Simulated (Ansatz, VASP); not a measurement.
# Two plane-wave programs on GaN

```
Ga N
1.0
    -0.07796    2.17099    2.17099
     2.17099   -0.07796    2.17099
     2.17099    2.17099   -0.07796
Ga N
1 1
Cartesian
  -0.0143 -0.0143 -0.0143
  1.0803 1.0803 1.0803
```

Change from the starting cell: shear_111 strain -5.2%.

Alike in both runs: task single point; functional PBE; k mesh 10 × 10 × 10; occupations fermi-dirac, width 0.02 eV; no spin polarisation.

|  | VASP | Ansatz |
| --- | --- | --- |
| version | VASP 6.6.1 | Ansatz 0.2.0 |
| potentials or method | VASP PAW PBE potentials, release 64 (Ga_d, N) | plane waves, PAW |
| plane-wave cutoff (eV) | 520 | 420 |
| valence electrons in the cell | 18 | 18 |

Ansatz gave:

- gap on the k mesh at the Fermi level (eV): 1.79
- pressure (GPa): 18.0
- traceless stress, the component that is largest in VASP (GPa): 5.43
- rms of the force components (eV/Å): 0.026

**Question.** What did VASP give for the same quantities?

**Answer.** gap on the k mesh at the Fermi level (eV): 1.80; pressure (GPa): 18.0; traceless stress, the component that is largest in VASP (GPa): 5.45; rms of the force components (eV/Å): 0.022.

Atom by atom the forces differ by 0.004 eV/Å (rms over components).
